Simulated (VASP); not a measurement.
HgTe, 2 atoms in the cell. It takes space group I-4m2 (No. 119, tetragonal). The conventional cell has a = 6.050 Å, b = 6.050 Å, c = 3.098 Å, α = 90.00°, β = 90.00°, γ = 90.00°. Within 4.1 Å of Hg (site symmetry -4m2) lie 2 Hg at 3.10 Å and 8 Te at 3.12 to 3.81 Å. Te (site symmetry -4m2) has 2 Te at 3.10 Å and 8 Hg at 3.12 to 3.81 Å within 4.1 Å.  This cell differs from its parent crystal: volume scaled by 0.98.

* Program: VASP 6.6.1
* Task: single point
* Functional: PBEsol
* Potentials or basis: VASP PAW PBE potentials, release 64 (Hg, Te)
* Cutoff: 520 eV
* k mesh: 10 × 10 × 10
* Occupations: fermi-dirac, width 0.05 eV
* Spin: no spin polarisation
* Dipole correction: no
* Further INCAR settings: ALGO = Normal; EDIFF = 1e-07; NBANDS = 16

Potentials or basis: VASP PAW PBE potentials, release 64 (Hg, Te).

Run with:

```sh
$ cat potpaw_PBE.64/Hg/POTCAR potpaw_PBE.64/Te/POTCAR > POTCAR
$ mpirun -np 1 vasp_std > vasp.out
```

Hardware: 1 thread of Intel(R) Xeon(R) 6975P-C (Granite Rapids), with other jobs on the host.

Question: How long does it take, and how much memory?

Answer: Wall time 48 s on 1 thread of Intel(R) Xeon(R) 6975P-C (Granite Rapids) (shared host), peak memory 0.26 GiB. Counts: scf iterations 12, k points 102.
